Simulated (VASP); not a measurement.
Input of a VASP 6.6.1 run:

The input POSCAR:

```
Si3Sn
1.0
    2.0239181890      1.1685097112      6.6336726427
   -2.0239181890      1.1685097112      6.6336726427
    0.0000000000     -2.3370194224      6.6336726428
Si Sn
3 1
Direct
    1.0061337068      0.0061337068      0.0061337068
    0.4931881578      0.4931881578      0.4931881578
    0.3753444186      0.3753444186      0.3753444186
    0.8753337168      0.8753337168      0.8753337168
```

Contents of INCAR.step1:

```
SYSTEM = Si3Sn
PREC = Accurate
ENCUT = 520
ISMEAR = -1
SIGMA = 0.02
LREAL = .FALSE.
LASPH = .TRUE.
NELM = 80
NBANDS = 21
GGA = PE
ALGO = Normal
EDIFF = 1E-4
LWAVE = .TRUE.
LCHARG = .FALSE.
```

INCAR.step2

```
SYSTEM = Si3Sn
PREC = Accurate
ENCUT = 520
EDIFF = 1E-6
ISMEAR = -1
SIGMA = 0.02
LREAL = .FALSE.
LASPH = .TRUE.
NELM = 80
ALGO = Normal
ISIF = 2
LWAVE = .FALSE.
LCHARG = .FALSE.
METAGGA = R2SCAN
LMIXTAU = .TRUE.
NBANDS = 21
ISTART = 1
```

File KPOINTS:

```
Automatic mesh
0
G
  6 6 6
  0 0 0
```

Potentials or basis: VASP PAW PBE potentials, release 64 (Si, Sn_d).

Launch:

```bash
$ cat potpaw_PBE.64/Si/POTCAR potpaw_PBE.64/Sn_d/POTCAR > POTCAR
$ cp INCAR.step1 INCAR
$ mpirun -np 1 vasp_std > vasp.out
$ cp INCAR.step2 INCAR
$ mpirun -np 1 vasp_std > vasp.out
```

**Question.** Estimate the pressure.

**Answer.** -0.2 GPa.

**Question.** What does it give for the band gap on the k mesh?

**Answer.** 0.40 eV, indirect (least direct gap 0.63 eV).

Forces in eV/Å, atoms in the order of the input:
```
Si   0.000  0.000  0.003
Si   0.000  0.000 -0.003
Si   0.000  0.000  0.004
Sn   0.000  0.000 -0.004
```

Caveat: the PAW data sets were made with another functional, which shifts forces and pressure a little; spin-orbit coupling is left out, which moves the levels of the heavy elements. A k mesh can miss the band edges.
